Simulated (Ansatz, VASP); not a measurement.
## Si7Ge in VASP and in Ansatz

INCAR

```
SYSTEM = Si7Ge
ALGO = Normal ; EDIFF = 1E-6
ENCUT = 520 ; GGA = PS
ISIF = 2 ; ISMEAR = 0
LASPH = .TRUE. ; LCHARG = .TRUE.
LELF = .TRUE. ; LREAL = .FALSE.
LVHAR = .TRUE. ; LWAVE = .FALSE.
NBANDS = 31 ; NELM = 100
PREC = Accurate ; SIGMA = 0.03
```

Contents of KPOINTS:

```
k-points
0
G
  8 8 8
  0 0 0
```

File POSCAR:

```
Si7Ge
1.0
    5.4589494008      0.0000000000      0.0000000000
    0.0000000000      5.4589494008      0.0000000000
    0.0000000000      0.0000000000      5.4589494008
Si Ge
7 1
Direct
    0.2525986838      0.2525986838      0.2525986838
    0.0000000000      0.5000000000      0.5000000000
    0.5000000000      0.5000000000      0.0000000000
    0.5000000000      0.0000000000      0.5000000000
    0.7474013162      0.2525986838      0.7474013162
    0.7474013162      0.7474013162      0.2525986838
    0.2525986838      0.7474013162      0.7474013162
    0.0000000000      0.0000000000      0.0000000000
```

Input for Ansatz:

```yaml
crystal:
  lattice:
    - [5.4589494008, 0.0, 0.0]
    - [0.0, 5.4589494008, 0.0]
    - [0.0, 0.0, 5.4589494008]
  atoms:
    - { symbol: Si, position: [0.2525986838, 0.2525986838, 0.2525986838] }
    - { symbol: Si, position: [0.0, 0.5, 0.5] }
    - { symbol: Si, position: [0.5, 0.5, 0.0] }
    - { symbol: Si, position: [0.5, 0.0, 0.5] }
    - { symbol: Si, position: [0.7474013162, 0.2525986838, 0.7474013162] }
    - { symbol: Si, position: [0.7474013162, 0.7474013162, 0.2525986838] }
    - { symbol: Si, position: [0.2525986838, 0.7474013162, 0.7474013162] }
    - { symbol: Ge, position: [0.0, 0.0, 0.0] }
basis:
  ecutwfc: 420
kpoints:
  mp_grid: { grid: [8, 8, 8] }
hamiltonian:
  xc: pbesol
  pseudopotentials: { kind: paw, azcp: { folder: soft_1 } }
scf:
  occupations: { method: gaussian, width: 0.03 }
output:
  forces: true
  stress: true
  eigenvalues: true
  write_density: true
  write_potential: true
  elf: true
  volumetric_format: npy
```

Alike in both runs: task single point; functional PBEsol; k mesh 8 × 8 × 8; occupations gaussian, width 0.03 eV; no spin polarisation.

|  | VASP | Ansatz |
| --- | --- | --- |
| version | VASP 6.6.1 | Ansatz 0.2.0 |
| potentials or method | VASP PAW PBE potentials, release 64 (Si, Ge_d), cutoff 520 eV | scalar-relativistic, plane waves, PAW |
| valence electrons in the cell | 42 | 42 |

```csv
,VASP,Ansatz,Ansatz less VASP
gap on the k mesh at the Fermi level (eV),0.27,0.28,+0.007
least direct gap on the mesh (eV),0.27,0.28,+0.007
pressure (GPa),0.1,0.0,-0.07
rms of the force components (eV/Å),0.004,0.000,-0.0035
```

VASP's potentials were made for PBE, not for PBEsol, and Ansatz warns of the same on its side. Atom by atom the forces differ by 0.003 eV/Å (rms over components).
